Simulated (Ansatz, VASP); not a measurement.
## W5C in VASP and in Ansatz

```xyz
6
Lattice="-1.5707 1.5707 8.8327 1.5707 -1.5707 8.8327 1.5707 1.5707 -8.8327" Properties=species:S:1:pos:R:3 pbc="T T T"
W     0.0000    0.0000   10.8983
W     0.0000    0.0000    6.7672
W     0.0000    0.0000    0.0000
W     0.0000    0.0000   14.0787
W     0.0000    0.0000    3.5868
C     0.0000    0.0000    8.8327
```

Alike in both runs: functional PBE; k mesh 7 × 7 × 7; occupations gaussian, width 0.2 eV; no spin polarisation.

Ansatz relaxed the structure, and its values are those at the end. VASP's run is a single point on that final structure, the one shown.

```csv
,VASP,Ansatz
version,VASP 6.6.1,Ansatz 0.2.0
potentials or method,"VASP PAW PBE potentials, release 64 (W_sv, C), cutoff 520 eV","scalar-relativistic, plane waves, PAW"
valence electrons in the cell,74,74
```

|  | VASP | Ansatz | Ansatz less VASP |
| --- | --- | --- | --- |
| gap on the k mesh at the Fermi level (eV) | none | none | - |
| pressure (GPa) | 0.7 | 0.0 | -0.62 |
| rms of the force components (eV/Å) | 0.009 | 0.009 | +0.0003 |

A gap of «none» marks a metal or a gap that the smearing closes. The functional is the same, so the differences come from potentials, cutoffs and numerics.

The k mesh is coarse, so the values compare programs but aren't converged. Spin-orbit coupling is off throughout.
